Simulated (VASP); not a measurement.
# Li8H7 (a cell with a defect) in VASP: relaxation of the atoms with PBE

Aim: the relaxation of the atoms of Li8H7 (a cell with a defect) with PBE.

All numbers are computed with VASP 6.6.1; they aren't measurements. Logs are shortened: lines on timing, memory, paths and dates and some standing lists are left out, and cuts for length are marked.

### 1 The cell of the first run

The cell holds a defect, 15 atoms: a = 5.667 Å, b = 5.667 Å, c = 5.667 Å, α = 60.00°, β = 60.00°, γ = 60.00°.

### 2 Relaxation of the atoms, PBE, collinear spin

INCAR reads:

```
SYSTEM = Li8H7
ALGO = Normal ; EDIFF = 1E-7
EDIFFG = -0.025 ; ENCUT = 520
GGA = PE ; IBRION = 2
ISIF = 2 ; ISMEAR = 0
ISPIN = 2 ; LASPH = .TRUE.
LCHARG = .FALSE. ; LORBIT = 11
LREAL = Auto ; LWAVE = .FALSE.
MAGMOM = 0.167 0.167 0 0.167 0.167 0 0.167 0.167 0 0 0 0 0 0 0 ; NELM = 150
NSW = 65 ; PREC = Accurate
SIGMA = 0.01
```

KPOINTS reads:

```
k-points
0
G
  5 5 5
  0 0 0
```

POSCAR reads:

```
Li8H7
1.0
    0.0000000000      4.0071000521     -4.0071000521
    4.0071000521      4.0071000521      0.0000000000
    4.0071000521      0.0000000000     -4.0071000521
Li H
8 7
Direct
    0.5000000000      0.5000000000      0.0000000000
    0.5000000000      0.0000000000      0.0000000000
    1.0000000000      0.5000000000      0.0000000000
    1.0000000000      0.0000000000      0.0000000000
    0.5000000000      0.5000000000      0.5000000000
    0.5000000000      0.0000000000      0.5000000000
    1.0000000000      0.5000000000      0.5000000000
    1.0000000000      0.0000000000      0.5000000000
    0.2500000000      0.2500000000      0.2500000000
    0.7500000000      0.7500000000      0.2500000000
    0.7500000000      0.2500000000      0.2500000000
    0.2500000000      0.7500000000      0.7500000000
    0.2500000000      0.2500000000      0.7500000000
    0.7500000000      0.7500000000      0.7500000000
    0.7500000000      0.2500000000      0.7500000000
```

Potentials or basis: VASP PAW PBE potentials, release 64 (Li_sv, H).

Started as:

```console
cat potpaw_PBE.64/Li_sv/POTCAR potpaw_PBE.64/H/POTCAR > POTCAR
mpirun -np 1 vasp_std > vasp.out
```

OUTCAR:

```text
SYSTEM = Li8H7
   EDIFF = 1E-7
   EDIFFG = -0.025
   ENCUT = 520
   GGA = PE
   IBRION = 2
   ISIF = 2
   ISMEAR = 0
   ISPIN = 2
   LASPH = .TRUE.
   LORBIT = 11
   LREAL = Auto
   NELM = 150
   NSW = 65
   PREC = Accurate

 ion  position               nearest neighbor table
   1  0.500  0.500  0.000-
   2  0.500  0.000  0.000-
   3  0.000  0.500  0.000-
   4  0.000  0.000  0.000-
   5  0.500  0.500  0.500-
   6  0.500  0.000  0.500-
   7  0.000  0.500  0.500-
   8  0.000  0.000  0.500-
   9  0.250  0.250  0.250-
  10  0.750  0.750  0.250-
  11  0.750  0.250  0.250-
  12  0.250  0.750  0.750-
  13  0.250  0.250  0.750-
  14  0.750  0.750  0.750-
  15  0.750  0.250  0.750-

  LATTYP: Found a face centered cubic cell.
 ALAT       =     8.0142001042

  Lattice vectors:

 A1 = (   0.0000000000,   4.0071000521,  -4.0071000521)
 A2 = (   4.0071000521,   4.0071000521,   0.0000000000)
 A3 = (   4.0071000521,   0.0000000000,  -4.0071000521)

Analysis of symmetry for initial positions (statically):
=====================================================================
 Subroutine PRICEL returns:
 Original cell was already a primitive cell.

 Routine SETGRP: Setting up the symmetry group for a
 face centered cubic supercell.

 Subroutine GETGRP returns: Found 48 space group operations
 (whereof  8 operations were pure point group operations)
 out of a pool of 48 trial point group operations.

The static configuration has the point symmetry C_4v.
 The point group associated with its full space group is O_h .

Analysis of symmetry for dynamics (positions and initial velocities):
=====================================================================
 Subroutine PRICEL returns:
 Original cell was already a primitive cell.

 Routine SETGRP: Setting up the symmetry group for a
 face centered cubic supercell.

 Subroutine GETGRP returns: Found 48 space group operations
 (whereof  8 operations were pure point group operations)
 out of a pool of 48 trial point group operations.

The dynamic configuration has the point symmetry C_4v.
 The point group associated with its full space group is O_h .

Analysis of structural, dynamic, and magnetic symmetry:
=====================================================================
 Subroutine PRICEL returns:
 Original cell was already a primitive cell.

 Routine SETGRP: Setting up the symmetry group for a
 face centered cubic supercell.

 Subroutine GETGRP returns: Found 48 space group operations
 (whereof  8 operations were pure point group operations)
 out of a pool of 48 trial point group operations.

The overall configuration has the point symmetry C_4v.
 The point group associated with its full space group is O_h .

 Subroutine INISYM returns: Found 48 space group operations
 (whereof  8 operations are pure point group operations),
 and found     1 'primitive' translations

----------------------------------------------------------------------------------------

                                     Primitive cell

  volume of cell :     128.6828

  direct lattice vectors                    reciprocal lattice vectors
     0.000000000  4.007100052 -4.007100052    -0.124778517  0.124778517 -0.124778517
     4.007100052  4.007100052  0.000000000     0.124778517  0.124778517  0.124778517
     4.007100052  0.000000000 -4.007100052     0.124778517 -0.124778517 -0.124778517

  length of vectors
     5.666895239  5.666895239  5.666895239     0.216122730  0.216122730  0.216122730

  position of ions in fractional coordinates (direct lattice)
     0.500000000  0.500000000  0.000000000
     0.500000000  0.000000000  0.000000000
     0.000000000  0.500000000  0.000000000
     0.000000000  0.000000000  0.000000000
     0.500000000  0.500000000  0.500000000
     0.500000000  0.000000000  0.500000000
     0.000000000  0.500000000  0.500000000
     0.000000000  0.000000000  0.500000000
     0.250000000  0.250000000  0.250000000
     0.750000000  0.750000000  0.250000000
     0.750000000  0.250000000  0.250000000
     0.250000000  0.750000000  0.750000000
     0.250000000  0.250000000  0.750000000
     0.750000000  0.750000000  0.750000000
     0.750000000  0.250000000  0.750000000

  ion indices of the primitive-cell ions
   primitive index   ion index
                 1           1
                 2           2
                 3           3
                 4           4
                 5           5
                 6           6
                 7           7
                 8           8
                 9           9
                10          10
                11          11
                12          12
                13          13
                14          14
                15          15

----------------------------------------------------------------------------------------

 KPOINTS: k-points

Automatic generation of k-mesh.
 Grid dimensions read from file:
 generate k-points for:    5    5    5

 Generating k-lattice:

  Cartesian coordinates                     Fractional coordinates (reciprocal lattice)
    -0.024955703  0.024955703 -0.024955703     0.200000000  0.000000000  0.000000000
     0.024955703  0.024955703  0.024955703     0.000000000  0.200000000  0.000000000
     0.024955703 -0.024955703 -0.024955703     0.000000000  0.000000000  0.200000000

  Length of vectors
     0.043224546  0.043224546  0.043224546

  Shift w.r.t. Gamma in fractional coordinates (k-lattice)
     0.000000000  0.000000000  0.000000000

 Subroutine IBZKPT returns following result:
 ===========================================

 Found     10 irreducible k-points:

 Following reciprocal coordinates:
            Coordinates               Weight
  0.000000  0.000000  0.000000      1.000000
  0.200000  0.000000  0.000000      8.000000
  0.400000  0.000000  0.000000      8.000000
  0.200000  0.200000  0.000000      6.000000
  0.400000  0.200000  0.000000     24.000000
 -0.400000  0.200000  0.000000     24.000000
 -0.200000  0.200000  0.000000     12.000000
  0.400000  0.400000  0.000000      6.000000
 -0.400000  0.400000  0.000000     12.000000
 -0.400000  0.400000  0.200000     24.000000
   k-points           NKPTS =     10   k-points in BZ     NKDIM =     10   number of bands    NBANDS=     24
   number of dos      NEDOS =    301   number of ions     NIONS =     15
   total plane-waves  NPLWV =  74088
   dimension x,y,z NGX =    42 NGY =   42 NGZ =   42
   dimension x,y,z NGXF=    84 NGYF=   84 NGZF=   84
   ions per type =               8   7
   NGX,Y,Z   is equivalent  to a cutoff of  12.32, 12.32, 12.32 a.u.
   NGXF,Y,Z  is equivalent  to a cutoff of  24.64, 24.64, 24.64 a.u.
 SYSTEM =  Li8H7
   PREC   = accura    normal or accurate (medium, high low for compatibility)
   ISTART =      0    job   : 0-new  1-cont  2-samecut
   ICHARG =      2    charge: 1-file 2-atom 10-const
   ISPIN  =      2    spin polarized calculation?
   LNONCOLLINEAR =      F non collinear calculations
   LSORBIT =      F    spin-orbit coupling
   LASPH  =      T    aspherical Exc in radial PAW
   ENCUT  =  520.0 eV  38.22 Ry    6.18 a.u.  10.54 10.54 10.54*2*pi/ulx,y,z
   NELM   =    150;   NELMIN=  2; NELMDL= -5     # of ELM steps
   EDIFF  = 0.1E-06   stopping-criterion for ELM
   LREAL  =      T    real-space projection
   EDIFFG = -.3E-01   stopping-criterion for IOM
   NSW    =     65    number of steps for IOM
   IBRION =      2    ionic relax: 0-MD 1-quasi-New 2-CG
   NFREE  =      1    steps in history (QN), initial steepest desc. (CG)
   ISIF   =      2    stress and relaxation
   ISYM   =      2    0-nonsym 1-usesym 2-fastsym
   POTIM  = 0.5000    time-step for ionic-motion
   TEBEG  =    0.0;   TEEND  =   0.0 temperature during run
   PSTRESS=    0.0 pullay stress
   NELECT =      31.0000    total number of electrons
   NUPDOWN=      -1.0000    fix difference up-down
   EMIN   =  10.00;   EMAX   =-10.00  energy-range for DOS
   EFERMI =   0.00;   METHOD = LEGACY
   ISMEAR =     0;   SIGMA  =   0.01  broadening in eV -4-tet -1-fermi 0-gaus
   EFERMI_NEDOS =   21; number of points for ismear=-14 and -15
   IALGO  =     38    algorithm
   IMIX   =      4    mixing-type and parameters
     AMIX     =   0.40;   BMIX     =  1.00
     AMIX_MAG =   1.60;   BMIX_MAG =  1.00
  volume/ion in A,a.u.               =       8.58        57.89
  Fermi-wavevector in a.u.,A,eV,Ry     =   1.018643  1.924956 14.117853  1.037633
  Thomas-Fermi vector in A             =   2.152112
   LORBIT       =     11    0 simple, 1 ext, 2 COOP (PROOUT), +10 PAW based schemes
   GGA     = PE    functional components
   LHFCALC =     F    Hartree Fock is set to
   AEXX    =    0.0000 exact exchange contribution
   IVDW    =     0    specifies the selected vdW correction
   LEPSILON=     F    determine dielectric tensor
   LRPA    =     F    only Hartree local field effects (RPA)
 conjugate gradient relaxation of ions
 spin polarized calculation
 Gauss-broadening in eV      SIGMA  =   0.01
  energy-cutoff  :      520.00
  volume of cell :      128.68
 maximum number of plane-waves:      3495
 NGX is ok and might be reduce to    42
   NGX = 21   NGY = 21   NGZ = 21

--------------------------------------- Ionic step        1  -------------------------------------------

 number of electron      30.9999918 magnetization       0.9840041

 Free energy of the ion-electron system (eV)
  ---------------------------------------------------
  ext. energy  EPLUGINS =         0.00000000
  ---------------------------------------------------
  free energy    TOTEN  =       -44.19745458 eV

  energy without entropy =      -44.19736143  energy(sigma->0) =      -44.19740801

------------------------ aborting loop because EDIFF is reached ----------------------------------------

  FORCE on cell =-STRESS in cart. coord.  units (eV):
  Direction    XX          YY          ZZ          XY          YZ          ZX
  --------------------------------------------------------------------------------------
  -------------------------------------------------------------------------------------
  Total        0.3022175      0.3022175      0.3022175      0.0000000     -0.0000000      0.0000000
  in kB        3.7627871      3.7627871      3.7627871      0.0000000     -0.0000000      0.0000000
  external PRESSURE =       3.7627871 kB  Pullay stress =       0.0000000 kB
[... 83 lines left out ...]
  energy  without entropy=      -44.2097626548  energy(sigma->0) =      -44.20980923

--------------------------------------- Ionic step        3  -------------------------------------------

 number of electron      30.9999995 magnetization       0.9840000

 Free energy of the ion-electron system (eV)
  ---------------------------------------------------
  ext. energy  EPLUGINS =         0.00000000
  ---------------------------------------------------
  free energy    TOTEN  =       -44.22088129 eV

  energy without entropy =      -44.22078813  energy(sigma->0) =      -44.22083471

 E-fermi :   2.8195     XC(G=0):  -8.3732

 val. band max:        2.5443865992   @ k =   0.2000   0.2000   0.0000
 cond. band min:       2.8276461710   @ k =   0.4000   0.0000   0.0000
 fundamental gap:      0.2832595718
 Fermi energy:         2.8195119726

 spin component 1

 k-point     1 :       0.0000    0.0000    0.0000
  band No.  band energies     occupation
      1     -44.2876      1.00000
      2     -44.2477      1.00000
      3     -44.2477      1.00000
      4     -44.2477      1.00000
      5     -44.2334      1.00000
      6     -44.2334      1.00000
[... 259 lines left out ...]
     23       7.6161      0.00000
     24       7.8337      0.00000
 Fermi energy:         2.8195119726

 spin component 2

 k-point     1 :       0.0000    0.0000    0.0000
  band No.  band energies     occupation
      1     -44.2533      1.00000
      2     -44.2094      1.00000
      3     -44.2094      1.00000
      4     -44.2094      1.00000
      5     -44.1988      1.00000
      6     -44.1954      1.00000
[... 301 lines left out ...]
  FREE ENERGIE OF THE ION-ELECTRON SYSTEM (eV)
  ---------------------------------------------------
  free  energy   TOTEN  =       -44.2208812933 eV

  energy  without entropy=      -44.2207881346  energy(sigma->0) =      -44.22083471

 reached required accuracy - stopping structural energy minimisation

 total charge

# of ion       s       p       d       tot
------------------------------------------
    1        2.022   0.063   0.000   2.085
    2        2.022   0.063   0.000   2.085
    3        2.020   0.060   0.000   2.080
    4        2.022   0.063   0.000   2.085
    5        2.022   0.063   0.000   2.085
    6        2.020   0.060   0.000   2.080
    7        2.022   0.063   0.000   2.085
    8        2.022   0.063   0.000   2.085
    9        0.540   0.002   0.000   0.543
   10        0.540   0.002   0.000   0.543
   11        0.540   0.002   0.000   0.543
   12        0.540   0.002   0.000   0.543
   13        0.540   0.002   0.000   0.543
   14        0.540   0.002   0.000   0.543
   15        0.548   0.002   0.000   0.551
--------------------------------------------------
tot         19.966   0.514   0.000  20.481

 magnetization (x)

# of ion       s       p       d       tot
------------------------------------------
    1        0.004   0.012   0.000   0.017
    2        0.004   0.012   0.000   0.017
    3        0.001   0.000   0.000   0.001
    4        0.004   0.012   0.000   0.017
    5        0.004   0.012   0.000   0.017
    6        0.001   0.000   0.000   0.001
    7        0.004   0.012   0.000   0.017
    8        0.004   0.012   0.000   0.017
    9        0.003   0.001   0.000   0.004
   10        0.003   0.001   0.000   0.004
   11        0.003   0.001   0.000   0.004
   12        0.003   0.001   0.000   0.004
   13        0.003   0.001   0.000   0.004
   14        0.003   0.001   0.000   0.004
   15        0.001   0.001   0.000   0.002
--------------------------------------------------
tot          0.050   0.079   0.000   0.130
```

Wall time 5.9 min (1 thread of Intel Xeon Platinum 8488C (Sapphire Rapids), shared host); peak memory 0.31 GiB.

Results:

```
Free energy                                           : -44.2209 eV
Energy gained by relaxing                             : 1.6 meV/atom
Ionic steps                                           : 3
Largest force after relaxing                          : 0.018 eV/Å
Band gap on the k mesh                                : zero (filled and empty bands overlap)
Net moment                                            : 0.98 μB per cell
Valence electrons inside the program's atomic spheres : Li 2.08; H 0.54, 0.55
```

Forces on the atoms (eV/Å):
```
Li  -0.018  0.000  0.000
Li   0.000  0.018  0.000
Li   0.000  0.000  0.000
Li   0.000  0.000  0.018
Li   0.000  0.000 -0.018
Li   0.000  0.000  0.000
Li   0.000 -0.018  0.000
Li   0.018  0.000  0.000
H    0.000  0.000  0.000
H    0.000  0.000  0.000
H    0.000  0.000  0.000
H    0.000  0.000  0.000
H    0.000  0.000  0.000
H    0.000  0.000  0.000
H    0.000  0.000  0.000
```

The path:
| step | energy change (eV) | largest force (eV/Å) | pressure (GPa) |
| --- | --- | --- | --- |
| 1 | 0.0000 | 0.2241 | 0.38 |
| 2 | -0.0124 | 0.1570 | 0.42 |
| 3 | -0.0234 | 0.0177 | 0.47 |

Final structure:
```yaml
crystal:
  lattice:
    - [0.00000, 4.00710, -4.00710]
    - [4.00710, 4.00710, 0.00000]
    - [4.00710, 0.00000, -4.00710]
  atoms:
    - { symbol: Li, position: [0.50401, 0.49599, 0.99599] }
    - { symbol: Li, position: [0.50401, 0.00401, 0.99599] }
    - { symbol: Li, position: [0.00000, 0.50000, 0.00000] }
    - { symbol: Li, position: [0.99599, 0.00401, 0.99599] }
    - { symbol: Li, position: [0.50401, 0.49599, 0.50401] }
    - { symbol: Li, position: [0.50000, 0.00000, 0.50000] }
    - { symbol: Li, position: [0.99599, 0.49599, 0.50401] }
    - { symbol: Li, position: [0.99599, 0.00401, 0.50401] }
    - { symbol: H, position: [0.25000, 0.25000, 0.25000] }
    - { symbol: H, position: [0.75000, 0.75000, 0.25000] }
    - { symbol: H, position: [0.75000, 0.25000, 0.25000] }
    - { symbol: H, position: [0.25000, 0.75000, 0.75000] }
    - { symbol: H, position: [0.25000, 0.25000, 0.75000] }
    - { symbol: H, position: [0.75000, 0.75000, 0.75000] }
    - { symbol: H, position: [0.75000, 0.25000, 0.75000] }
```

Levels at points of the mesh, in eV from the Fermi level:
Spin up:
```
           k point  band 14  band 15  band 16  band 17  band 18  band 19
(0.00, 0.00, 0.00)    -2.83    -2.83     0.11     0.11     0.11     0.67
```
Spin down:
| k point | band 12 | band 13 | band 14 | band 15 | band 16 | band 17 | band 18 | band 19 |
| --- | --- | --- | --- | --- | --- | --- | --- | --- |
| (0.00, 0.00, 0.00) | -5.41 | -4.53 | -2.79 | -2.79 | 0.34 | 0.34 | 0.34 | 2.15 |

Caveat: the cutoff is under 1.25 times the usual one of these potentials, so pressure, stress and relaxed cells hold a basis-set (Pulay) error.
